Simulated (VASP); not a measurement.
Here is a VASP 6.6.1 calculation.

Contents of POSCAR:

```
Na
1.0
   -2.1175000000      2.1175000000      2.1810250000
    2.1175000000     -2.1175000000      2.1810250000
    2.1175000000      2.1175000000     -2.1810250000
Na
1
Direct
    0.0000000000      0.0000000000      0.0000000000
```

The input INCAR.step1:

```
SYSTEM = Na
PREC = Accurate ; ENCUT = 520
ISMEAR = 0 ; SIGMA = 0.15
LREAL = .FALSE. ; LASPH = .TRUE.
NELM = 100 ; NBANDS = 10
GGA = PE ; ALGO = Normal
EDIFF = 1E-4 ; LWAVE = .TRUE.
LCHARG = .FALSE.
```

INCAR.step2

```
SYSTEM = Na
PREC = Accurate ; ENCUT = 520
EDIFF = 1E-6 ; ISMEAR = 0
SIGMA = 0.15 ; LREAL = .FALSE.
LASPH = .TRUE. ; NELM = 100
ALGO = Normal ; ISIF = 2
LWAVE = .FALSE. ; LCHARG = .FALSE.
METAGGA = R2SCAN ; LMIXTAU = .TRUE.
NBANDS = 10 ; ISTART = 1
```

KPOINTS

```
Automatic mesh
0
G
  16 16 16
  0 0 0
```

Potentials or basis: VASP PAW PBE potentials, release 64 (Na_pv).

Launch:

```console
$ cat potpaw_PBE.64/Na_pv/POTCAR > POTCAR
$ cp INCAR.step1 INCAR
$ mpirun -np 1 vasp_std > vasp.out
$ cp INCAR.step2 INCAR
$ mpirun -np 1 vasp_std > vasp.out
```

**Question.** What does it give for the pressure?

**Answer.** -0.3 GPa.

Stress tensor (GPa, compression positive):
```
-0.24  0.00  0.00
 0.00 -0.24  0.00
 0.00  0.00 -0.37
```

Caveat: the cell differs from its parent crystal (strain +0.000 along x and y, +0.030 along z); the PAW data sets were made with another functional, which shifts forces and pressure a little.
